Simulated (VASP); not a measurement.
Set up this calculation in VASP 6.6.1, as the native input.

| Item | Value |
| --- | --- |
| Task | single point |
| Functional | LDA |
| Potentials or basis | VASP PAW LDA potentials, release 64 (Ca_sv) |
| Cutoff | 520 eV |
| k mesh | 10 × 10 × 10 |
| Occupations | methfessel-paxton, width 0.3 eV |
| Spin | no spin polarisation |
| Dipole correction | no |
| Further INCAR settings | ALGO = Normal; EDIFF = 1e-07; NBANDS = 11 |

The structure of Ca lies in POSCAR:

```
Ca
1.0
    0.0000000000      2.6714532750      2.6714532750
    2.6714532750      0.0000000000      2.6714532750
    2.6714532750      2.6714532750      0.0000000000
Ca
1
Direct
    0.0000000000      0.0000000000      0.0000000000
```

One way to write it, as run:

INCAR

```
SYSTEM = Ca
ALGO = Normal
EDIFF = 1E-7
ENCUT = 520
GGA = CA
ISIF = 2
ISMEAR = 1
LASPH = .True.
LCHARG = .False.
LREAL = .False.
LWAVE = .False.
NBANDS = 11
NELM = 60
PREC = Accurate
SIGMA = 0.3
```

KPOINTS

```
k-points
0
Gamma
  10 10 10
  0 0 0
```

Potentials or basis: VASP PAW LDA potentials, release 64 (Ca_sv).

The run is started by

```console
$ cat potpaw_LDA.64/Ca_sv/POTCAR > POTCAR
$ mpirun -np 1 vasp_std > vasp.out
```

It gave:

```json
{"Pressure": "0.0 GPa", "Band gap on the k mesh": "zero (band 5 reaches 2.26 eV, above the bottom of band 6 at 2.17 eV)"}
```

Run time: 13 s on 1 thread of Intel(R) Xeon(R) Platinum 8259CL CPU @ 2.50GHz (Skylake/Cascade Lake), on a shared host, peak memory 0.15 GiB.
